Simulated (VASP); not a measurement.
Wanted: the native input for a VASP 6.6.1 run.

| Item | Value |
| --- | --- |
| Task | single point |
| Functional | PBE |
| Potentials or basis | VASP PAW PBE potentials, release 64 (B, P) |
| Cutoff | 520 eV |
| k mesh | 6 × 6 × 6 |
| Occupations | gaussian, width 0.01 eV |
| Spin | no spin polarisation |
| Dipole correction | no |
| Further INCAR settings | ALGO = Normal; EDIFF = 1e-07; NBANDS = 11 |

The structure of BP lies in POSCAR:

```
BP
1.0
    0.0000000000      2.3136819823      2.2498250669
    2.3136819823      0.0000000000      2.2498250669
    2.3136819823      2.3136819823      0.0000000000
B P
1 1
Direct
    0.0000000000      0.0000000000      0.0000000000
    0.2500000000      0.2500000000      0.2500000000
```

This cell differs from its parent crystal: epitaxial xy strain +2.0%.

One way to write it, as run:

INCAR

```
SYSTEM = BP
PREC = Accurate
ENCUT = 520
EDIFF = 1E-7
ISMEAR = 0
SIGMA = 0.01
LREAL = .False.
LASPH = .True.
NELM = 60
ALGO = Normal
ISIF = 2
LWAVE = .False.
LCHARG = .True.
GGA = PE
LELF = .True.
LVHAR = .True.
NBANDS = 11
```

KPOINTS

```
regular mesh
0
Gamma
  6 6 6
  0 0 0
```

Potentials or basis: VASP PAW PBE potentials, release 64 (B, P).

Run with:

```console
$ cat potpaw_PBE.64/B/POTCAR potpaw_PBE.64/P/POTCAR > POTCAR
$ mpirun -np 1 vasp_std > vasp.out
```

It gave:

* Pressure: -3.8 GPa
* Band gap on the k mesh: 1.00 eV, indirect (least direct gap 3.08 eV)

Caveat: the cell differs from its parent crystal (epitaxial xy strain +2.0%).

It took 5.5 s on 1 thread of Intel(R) Xeon(R) Platinum 8488C (Sapphire Rapids) (shared host), peak memory 0.14 GiB.
